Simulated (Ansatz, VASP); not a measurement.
One calculation of NaCl, two programs

```
CELL_PARAMETERS angstrom
0.00000 2.79406 2.79406
2.79406 0.00000 2.79406
2.79406 2.79406 0.00000
ATOMIC_POSITIONS crystal
Cl 0.50000 0.50000 0.50000
Na 0.00000 0.00000 0.00000
```

Alike in both runs: functional HSE06; dispersion D3(BJ); k mesh 4 × 4 × 4; occupations gaussian, width 0.05 eV; no spin polarisation.

|  | VASP | Ansatz |
| --- | --- | --- |
| version | VASP 6.6.1 | Ansatz 0.2.0 |
| potentials or method | VASP PAW PBE potentials, release 64 (Cl, Na_pv) | Ansatz PAW |
| plane-wave cutoff (eV) | 520 | 420 |
| valence electrons in the cell | 14 | 16 |
| task | single point | optical spectrum |

|  | VASP | Ansatz | Ansatz less VASP |
| --- | --- | --- | --- |
| gap on the k mesh at the Fermi level (eV) | 6.59 | 6.60 | +0.009 |
| least direct gap on the mesh (eV) | 6.59 | 6.60 | +0.009 |

VASP's potentials hold 14 valence electrons a cell and Ansatz's 16, so a difference there can come from the potentials and not from the codes.

The k mesh is coarse, so the values compare programs but aren't converged. Noted on Ansatz's run: this version of the program is known to err on some quantities of such runs, which are left out of the summary and shouldn't be taken from the log.
